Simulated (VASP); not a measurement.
A run of VASP 6.6.1 is set up as follows.

The input INCAR:

```
PREC     = Accurate       # precision mode
ENCUT    = 520            # plane-wave cutoff, eV
EDIFF    = 1E-6           # SCF threshold, eV
ISMEAR   = 0              # smearing method
SIGMA    = 0.15           # smearing width, eV
LREAL    = F              # projectors in reciprocal space
LASPH    = T              # aspherical terms in the spheres
NELM     = 60             # most SCF steps
ALGO     = Normal         # electronic algorithm
ISIF     = 2              # what is computed and relaxed
LWAVE    = F              # write WAVECAR
LCHARG   = F              # write CHGCAR
GGA      = PS             # functional
NBANDS   = 14             # bands
```

File KPOINTS:

```
Automatic mesh
0
Gamma
  18 18 18
```

Contents of POSCAR:

```
HfC
1.0
    0.0000000000      2.3250000000      2.3250000000
    2.3250000000      0.0000000000      2.3250000000
    2.3250000000      2.3250000000      0.0000000000
Hf C
1 1
Direct
    0.5000000000      0.5000000000      0.5000000000
   -0.0967741935     -0.0967741935     -0.0400851835
```

Potentials or basis: VASP PAW PBE potentials, release 64 (Hf_pv, C).

Run with:

```sh
$ cat potpaw_PBE.64/Hf_pv/POTCAR potpaw_PBE.64/C/POTCAR > POTCAR
$ mpirun -np 1 vasp_std > vasp.out
```

**Question.** What does it give for the largest force?

**Answer.** 5.317 eV/Å.

**Question.** Estimate the band gap on the k mesh.

**Answer.** 1.00 eV (least direct gap 1.16 eV).

**Question.** What does it give for the pressure?

**Answer.** 25.9 GPa.

Stress tensor (GPa, compression positive):
```
 15.44  -6.92 -12.70
 -6.92  15.44 -12.70
-12.70 -12.70  46.85
```

Caveat: the cell differs from its parent crystal (atom 2 (C) moved by (-0.450, -0.450) A along [1 1 0] and z); the stress differs along the axes, from 15 to 47 GPa; the PAW data sets were made with another functional, which shifts forces and pressure a little; spin-orbit coupling is left out, which moves the levels of the heavy elements. A k mesh can miss the band edges.
